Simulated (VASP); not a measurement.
# LiF in VASP: a series of runs

Aim: see how the results for LiF move with the level of theory and the settings. Levels: PBE, r2SCAN. Tasks: single point.

Everything below comes from runs of VASP 6.6.1. Logs are shortened: lines on timing, memory, paths and dates and some standing lists are left out, and cuts for length are marked.

## (1) The cell of the first run

It takes space group Immm (No. 71, orthorhombic). Conventional cell: a = 2.779 Å, b = 2.863 Å, c = 3.990 Å, α = 90.00°, β = 90.00°, γ = 90.00°. Li (site symmetry mmm) has 6 F at 1.99 to 2.00 Å within 2.6 Å. F (site symmetry mmm) has 6 Li at 1.99 to 2.00 Å within 2.6 Å.

## (2) Single point, PBE (shear xy strain -3.0%)

INCAR

```
SYSTEM = LiF
ALGO     = Normal         ! electronic algorithm
EDIFF    = 1E-6           ! SCF threshold, eV
ENCUT    = 520            ! plane-wave cutoff, eV
GGA      = PE             ! functional
ISIF     = 2              ! what is computed and relaxed
ISMEAR   = -1             ! smearing method
LASPH    = .TRUE.         ! aspherical terms in the spheres
LCHARG   = .TRUE.         ! write CHGCAR
LELF     = .TRUE.         ! ELF
LREAL    = .FALSE.        ! projectors in reciprocal space
LVHAR    = .TRUE.       
LWAVE    = .FALSE.        ! write WAVECAR
NBANDS   = 12             ! bands
NELM     = 60             ! most SCF steps
PREC     = Accurate       ! precision mode
SIGMA    = 0.02           ! smearing width, eV
```

KPOINTS

```
k-points
0
G
  10 10 10
  0 0 0
```

POSCAR

```
LiF
1.0
   -0.0299230761      1.9948717393      1.9948717393
    1.9948717393     -0.0299230761      1.9948717393
    1.9649486632      1.9649486632      0.0000000000
Li F
1 1
Direct
    0.0000000000      0.0000000000      0.0000000000
    0.5000000000      0.5000000000      0.5000000000
```

Potentials or basis: VASP PAW PBE potentials, release 64 (Li_sv, F).

Run with:

```sh
cat potpaw_PBE.64/Li_sv/POTCAR potpaw_PBE.64/F/POTCAR > POTCAR
mpirun -np 1 vasp_std > vasp.out
```

OUTCAR:

```text
SYSTEM = LiF
   EDIFF = 1E-6
   ENCUT = 520
   GGA = PE
   ISIF = 2
   ISMEAR = -1
   LASPH = .TRUE.
   LREAL = .FALSE.
   NELM = 60
   PREC = Accurate

 ion  position               nearest neighbor table
   1  0.000  0.000  0.000-   2 1.99   2 1.99   2 2.00   2 2.00   2 2.00   2 2.00
   2  0.500  0.500  0.500-   1 1.99   1 1.99   1 2.00   1 2.00   1 2.00   1 2.00

  LATTYP: Found a body centered orthorhombic cell.
 ALAT       =     2.7788570489
 B/A-ratio  =     1.0304568528
 C/A-ratio  =     1.4357498095

  Lattice vectors:

 A1 = (   0.0299230761,  -1.9948717393,  -1.9948717393)
 A2 = (  -0.0299230761,   1.9948717393,  -1.9948717393)
 A3 = (   1.9948717393,  -0.0299230761,   1.9948717393)

Analysis of symmetry for initial positions (statically):
=====================================================================
 Subroutine PRICEL returns:
 Original cell was already a primitive cell.

 Routine SETGRP: Setting up the symmetry group for a
 body centered orthorhombic supercell.

 Subroutine GETGRP returns: Found  8 space group operations
 (whereof  8 operations were pure point group operations)
 out of a pool of  8 trial point group operations.

The static configuration has the point symmetry D_2h.

Analysis of symmetry for dynamics (positions and initial velocities):
=====================================================================
 Subroutine PRICEL returns:
 Original cell was already a primitive cell.

 Routine SETGRP: Setting up the symmetry group for a
 body centered orthorhombic supercell.

 Subroutine GETGRP returns: Found  8 space group operations
 (whereof  8 operations were pure point group operations)
 out of a pool of  8 trial point group operations.

The dynamic configuration has the point symmetry D_2h.

 Subroutine INISYM returns: Found  8 space group operations
 (whereof  8 operations are pure point group operations),
 and found     1 'primitive' translations

----------------------------------------------------------------------------------------

                                     Primitive cell

  volume of cell :      15.8737

  direct lattice vectors                    reciprocal lattice vectors
    -0.029923076  1.994871739  1.994871739    -0.246938601  0.246938601  0.250642681
     1.994871739 -0.029923076  1.994871739     0.246938601 -0.246938601  0.250642681
     1.964948663  1.964948663  0.000000000     0.254459574  0.254459574 -0.250642681

  length of vectors
     2.821333356  2.821333356  2.778857049     0.429859395  0.429859395  0.438544300

  position of ions in fractional coordinates (direct lattice)
     0.000000000  0.000000000  0.000000000
     0.500000000  0.500000000  0.500000000

  ion indices of the primitive-cell ions
   primitive index   ion index
                 1           1
                 2           2

----------------------------------------------------------------------------------------

 KPOINTS: k-points

Automatic generation of k-mesh.
 Grid dimensions read from file:
 generate k-points for:   10   10   10

 Generating k-lattice:

  Cartesian coordinates                     Fractional coordinates (reciprocal lattice)
    -0.024693860  0.024693860  0.025064268     0.100000000 -0.000000000  0.000000000
     0.024693860 -0.024693860  0.025064268    -0.000000000  0.100000000  0.000000000
     0.025445957  0.025445957 -0.025064268     0.000000000  0.000000000  0.100000000

  Length of vectors
     0.042985939  0.042985939  0.043854430

  Shift w.r.t. Gamma in fractional coordinates (k-lattice)
     0.000000000  0.000000000  0.000000000

 Subroutine IBZKPT returns following result:
 ===========================================

 Found    171 irreducible k-points:

 Following reciprocal coordinates:
            Coordinates               Weight
  0.000000  0.000000  0.000000      1.000000
  0.100000 -0.000000  0.000000      4.000000
  0.200000 -0.000000  0.000000      4.000000
  0.300000  0.000000  0.000000      4.000000
  0.400000  0.000000  0.000000      4.000000
  0.500000 -0.000000  0.000000      2.000000
[... 16 lines left out ...]
  0.300000  0.300000  0.000000      2.000000
  0.400000  0.300000  0.000000      4.000000
 [... further k-points ...]
   k-points           NKPTS =    171   k-points in BZ     NKDIM =    171   number of bands    NBANDS=     12
   number of dos      NEDOS =    301   number of ions     NIONS =      2
   total plane-waves  NPLWV =  13824
   dimension x,y,z NGX =    24 NGY =   24 NGZ =   24
   dimension x,y,z NGXF=    48 NGYF=   48 NGZF=   48
   ions per type =               1   1
   NGX,Y,Z   is equivalent  to a cutoff of  14.14, 14.14, 14.36 a.u.
   NGXF,Y,Z  is equivalent  to a cutoff of  28.28, 28.28, 28.72 a.u.
 SYSTEM =  LiF
   PREC   = accura    normal or accurate (medium, high low for compatibility)
   ISTART =      0    job   : 0-new  1-cont  2-samecut
   ICHARG =      2    charge: 1-file 2-atom 10-const
   ISPIN  =      1    spin polarized calculation?
   LNONCOLLINEAR =      F non collinear calculations
   LSORBIT =      F    spin-orbit coupling
   LASPH  =      T    aspherical Exc in radial PAW
   ENCUT  =  520.0 eV  38.22 Ry    6.18 a.u.   5.25  5.25  5.17*2*pi/ulx,y,z
   NELM   =     60;   NELMIN=  2; NELMDL= -5     # of ELM steps
   EDIFF  = 0.1E-05   stopping-criterion for ELM
   LREAL  =      F    real-space projection
   EDIFFG = 0.1E-04   stopping-criterion for IOM
   NSW    =      0    number of steps for IOM
   IBRION =     -1    ionic relax: 0-MD 1-quasi-New 2-CG
   NFREE  =      0    steps in history (QN), initial steepest desc. (CG)
   ISIF   =      2    stress and relaxation
   ISYM   =      2    0-nonsym 1-usesym 2-fastsym
   POTIM  = 0.5000    time-step for ionic-motion
   TEBEG  =    0.0;   TEEND  =   0.0 temperature during run
   PSTRESS=    0.0 pullay stress
   NELECT =      10.0000    total number of electrons
   NUPDOWN=      -1.0000    fix difference up-down
   EMIN   =  10.00;   EMAX   =-10.00  energy-range for DOS
   EFERMI =   0.00;   METHOD = LEGACY
   ISMEAR =    -1;   SIGMA  =   0.02  broadening in eV -4-tet -1-fermi 0-gaus
   EFERMI_NEDOS =   21; number of points for ismear=-14 and -15
   IALGO  =     38    algorithm
   IMIX   =      4    mixing-type and parameters
     AMIX     =   0.40;   BMIX     =  1.00
     AMIX_MAG =   1.60;   BMIX_MAG =  1.00
  volume/ion in A,a.u.               =       7.94        53.56
  Fermi-wavevector in a.u.,A,eV,Ry     =   1.403403  2.652047 26.797222  1.969540
  Thomas-Fermi vector in A             =   2.526068
   LORBIT       =      0    0 simple, 1 ext, 2 COOP (PROOUT), +10 PAW based schemes
   GGA     = PE    functional components
   LHFCALC =     F    Hartree Fock is set to
   AEXX    =    0.0000 exact exchange contribution
   IVDW    =     0    specifies the selected vdW correction
   LEPSILON=     F    determine dielectric tensor
   LRPA    =     F    only Hartree local field effects (RPA)
 non-spin polarized calculation
  energy-cutoff  :      520.00
  volume of cell :       15.87
 maximum number of plane-waves:       440
 NGX is ok and might be reduce to    24
   NGX = 11   NGY = 11   NGZ = 11

 number of electron      10.0000000 magnetization

 number of electron       9.9999999 magnetization

 Free energy of the ion-electron system (eV)
  ---------------------------------------------------
  ext. energy  EPLUGINS =         0.00000000
  ---------------------------------------------------
  free energy    TOTEN  =        -9.62506105 eV

  energy without entropy =       -9.62506105  energy(sigma->0) =       -9.62506105

 E-fermi :  -0.3803     XC(G=0): -10.1244

 val. band max:       -0.7530955585   @ k =   0.0000   0.0000   0.0000
 cond. band min:       8.5096689292   @ k =   0.0000   0.0000   0.0000
 fundamental gap:      9.2627644877
 Fermi energy:        -0.3803019020

 k-point     1 :       0.0000    0.0000    0.0000
  band No.  band energies     occupation
      1     -41.6995      2.00000
      2     -20.8940      2.00000
      3      -0.9201      2.00000
      4      -0.8409      2.00000
      5      -0.7531      2.00000
      6       8.5097      0.00000
      7      23.2635      0.00000
      8      23.3372      0.00000
      9      23.4635      0.00000
     10      23.6982      0.00000
     11      23.7822      0.00000
     12      24.2931      0.00000

 k-point     2 :       0.1000   -0.0000    0.0000
  band No.  band energies     occupation
      1     -41.6935      2.00000
      2     -20.8556      2.00000
      3      -1.1879      2.00000
      4      -0.8847      2.00000
      5      -0.7774      2.00000
      6       8.7977      0.00000
      7      20.4689      0.00000
      8      22.1585      0.00000
      9      22.4803      0.00000
     10      24.6542      0.00000
     11      25.0400      0.00000
     12      25.2924      0.00000

 k-point     3 :       0.2000   -0.0000    0.0000
  band No.  band energies     occupation
      1     -41.6776      2.00000
      2     -20.7528      2.00000
      3      -1.8854      2.00000
      4      -0.9394      2.00000
      5      -0.8398      2.00000
      6       9.4387      0.00000
      7      18.0496      0.00000
      8      20.6836      0.00000
      9      20.9614      0.00000
     10      25.9073      0.00000
     11      26.1589      0.00000
     12      26.6657      0.00000
[... 286 lines left out ...]
 k-point    23 :       0.3000    0.3000    0.0000
  band No.  band energies     occupation
      1     -41.6441      2.00000
      2     -20.4536      2.00000
      3      -2.8108      2.00000
      4      -1.6500      2.00000
      5      -1.4060      2.00000
      6      11.6932      0.00000
      7      17.2182      0.00000
      8      18.5506      0.00000
      9      19.6090      0.00000
     10      20.1946      0.00000
     11      34.2447      0.00000
     12      34.3157      0.00000

 k-point    24 :       0.4000    0.3000    0.0000
  band No.  band energies     occupation
      1     -41.6321      2.00000
      2     -20.3391      2.00000
      3      -3.2537      2.00000
      4      -1.8549      2.00000
      5      -1.5047      2.00000
      6      12.5161      0.00000
      7      16.1197      0.00000
      8      17.9748      0.00000
      9      19.9421      0.00000
     10      20.4578      0.00000
     11      33.7022      0.00000
     12      34.7331      0.00000

 [... further k-points ...]
[... 5 lines left out ...]
  --------------------------------------------------------------------------------------
  -------------------------------------------------------------------------------------
  Total        0.3987110      0.3987110      0.3888675      0.1927332      0.0000000      0.0000000
  in kB       40.2431196     40.2431196     39.2495792     19.4531536      0.0000000      0.0000000
  external PRESSURE =      39.9119394 kB  Pullay stress =       0.0000000 kB

 VOLUME and BASIS-vectors are now :
 -----------------------------------------------------------------------------
  energy-cutoff  :      520.00
  volume of cell :       15.87
      direct lattice vectors                 reciprocal lattice vectors
    -0.029923076  1.994871739  1.994871739    -0.246938601  0.246938601  0.250642681
     1.994871739 -0.029923076  1.994871739     0.246938601 -0.246938601  0.250642681
     1.964948663  1.964948663  0.000000000     0.254459574  0.254459574 -0.250642681

 POSITION                                       TOTAL-FORCE (eV/Angst)
 -----------------------------------------------------------------------------------
      0.00000      0.00000      0.00000         0.000000     -0.000000     -0.000000
      1.96495      1.96495      1.99487        -0.000000      0.000000      0.000000
 -----------------------------------------------------------------------------------
    total drift:                               -0.000000     -0.000000      0.000000

  FREE ENERGIE OF THE ION-ELECTRON SYSTEM (eV)
  ---------------------------------------------------
  free  energy   TOTEN  =        -9.6250610463 eV

  energy  without entropy=       -9.6250610463  energy(sigma->0) =       -9.62506105
```

It used 43 s of CPU time on 1 thread of AMD EPYC 7R13 Processor (Zen 3) (shared host).

What came out:

- Free energy: -9.6251 eV
- Band gap on the k mesh: 9.26 eV, direct

Caveat: the cell differs from its parent crystal (shear xy strain -3.0%); the cutoff is under 1.25 times the usual one of these potentials, so pressure, stress and relaxed cells hold a basis-set (Pulay) error. A k mesh can miss the band edges.

[end of part 1 of 2]
